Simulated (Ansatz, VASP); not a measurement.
# W in VASP and in Ansatz

```xyz
5
Lattice="2.7149 0.0000 0.0000 -0.9050 2.5597 0.0000 0.0000 0.0000 24.8669" Properties=species:S:1:pos:R:3 pbc="T T T"
W     0.0000    0.0000    8.0000
W     0.9050    1.2798   10.2167
W     0.0000    0.0000   12.4335
W     0.9050    1.2798   14.6502
W     0.0000    0.0000   16.8669
```

Alike in both runs: task single point; functional LDA; k mesh 14 × 14 × 1; occupations fermi-dirac, width 0.1 eV; no spin polarisation.

```csv
,VASP,Ansatz
version,VASP 6.6.1,Ansatz 0.2.0
potentials or method,"VASP PAW LDA potentials, release 64 (W_sv), cutoff 520 eV","all-electron LAPW, scalar-relativistic"
```

|  | VASP | Ansatz | Ansatz less VASP |
| --- | --- | --- | --- |
| rms of the force components (eV/Å) | 0.328 | 0.343 | +0.0156 |

LDA's correlation is that of Perdew and Zunger in VASP and of Perdew and Wang (1992) in Ansatz. Atom by atom the forces differ by 0.029 eV/Å (rms over components). Ansatz ran all-electron here, and VASP with PAW potentials.

Neither program's run includes spin-orbit coupling.
